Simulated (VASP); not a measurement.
Crystal: Hg2Ge3.

```
CELL_PARAMETERS angstrom
5.11002 0.00000 0.00000
0.00000 5.11002 0.00000
0.00000 0.00000 5.11002
ATOMIC_POSITIONS crystal
Ge 0.50000 0.00000 0.00000
Ge 0.00000 0.50000 0.00000
Ge 0.00000 0.00000 0.50000
Hg 0.00000 0.00000 0.00000
Hg 0.50000 0.50000 0.50000
```

The cell was generated, and may not be a known phase.

- Program: VASP 6.6.1
- Task: relaxation of cell and atoms
- Functional: PBE
- Potentials or basis: VASP PAW PBE potentials, release 64 (Ge_d, Hg_sv_GW)
- Cutoff: 550 eV
- k mesh: 4 × 4 × 4
- Occupations: gaussian, width 0.1 eV
- Spin: no spin polarisation

At the start: pressure 4.1 GPa; volume 26.69 Å³/atom.

How do energy, volume and symmetry change on relaxing?

Over 3 steps the energy falls by 28.4 meV/atom and the volume is 29.11 Å³/atom (+9.1 %); space group Pm-3m (No. 221, to 0.1 Å) before and after.

The path:
| step | energy change (eV) | largest force (eV/Å) | pressure (GPa) | volume (Å³) |
| --- | --- | --- | --- | --- |
| 1 | 0.0000 | 0.0000 | 4.06 | 133.43 |
| 2 | -0.1407 | 0.0000 | -0.35 | 146.92 |
| 3 | -0.1422 | 0.0000 | 0.01 | 145.53 |

Final structure:
```
CELL_PARAMETERS angstrom
5.25996 0.00000 0.00000
0.00000 5.25996 0.00000
0.00000 0.00000 5.25996
ATOMIC_POSITIONS crystal
Ge 0.50000 0.00000 0.00000
Ge 0.00000 0.50000 0.00000
Ge 0.00000 0.00000 0.50000
Hg 0.00000 0.00000 0.00000
Hg 0.50000 0.50000 0.50000
```
